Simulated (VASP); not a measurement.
The system is Zn.

```
CELL_PARAMETERS angstrom
2.67000 0.00000 0.00000
-1.33500 2.31229 0.00000
0.00000 0.00000 4.96600
ATOMIC_POSITIONS crystal
Zn 0.33333 0.66667 0.25000
Zn 0.66667 0.33333 0.75000
```

```yaml
Program: VASP 6.6.1
Task: relaxation of cell and atoms
Functional: PBE
Potentials_or_basis: VASP PAW PBE potentials, release 64 (Zn)
Cutoff: 600 eV
k_mesh: 20 × 20 × 10
Occupations: methfessel-paxton, width 0.02 eV
Spin: no spin polarisation
```

At the start: pressure -0.5 GPa; volume 15.33 Å³/atom.

Problem. How do energy, volume and symmetry change on relaxing?

Solution. Over 14 steps the energy falls by 3.0 meV/atom and the volume is 15.50 Å³/atom (+1.1 %); space group P6_3/mmc (No. 194, to 0.1 Å) before and after.

Step by step:
| step | energy change (eV) | largest force (eV/Å) | pressure (GPa) | volume (Å³) |
| --- | --- | --- | --- | --- |
| 1 | 0.0000 | 0.0000 | -0.53 | 30.66 |
| 2 | -0.0017 | 0.0000 | 0.22 | 30.43 |
| 3 | -0.0019 | 0.0000 | 0.29 | 30.38 |
| 4 | -0.0022 | 0.0000 | 0.66 | 30.27 |
| 5 | -0.0037 | 0.0000 | 0.44 | 30.43 |
| 6 | -0.0037 | 0.0000 | 0.51 | 30.46 |
| 7 | -0.0037 | 0.0000 | 0.50 | 30.52 |
| 8 | -0.0040 | 0.0000 | 0.24 | 30.65 |
| 9 | -0.0057 | 0.0000 | 0.11 | 30.90 |
| 10 | -0.0016 | 0.0000 | -0.08 | 31.38 |
| 11 | -0.0059 | 0.0000 | 0.42 | 30.98 |
| 12 | -0.0057 | 0.0000 | 0.16 | 31.04 |
| 13 | -0.0059 | 0.0000 | 0.01 | 31.00 |
| 14 | -0.0059 | 0.0000 | -0.02 | 31.00 |

Final structure:
```
Zn
1.0
     2.62647    0.00000    0.00000
    -1.31324    2.27459    0.00000
     0.00000    0.00000    5.18982
Zn
2
Direct
  0.33333 0.66667 0.25000
  0.66667 0.33333 0.75000
```
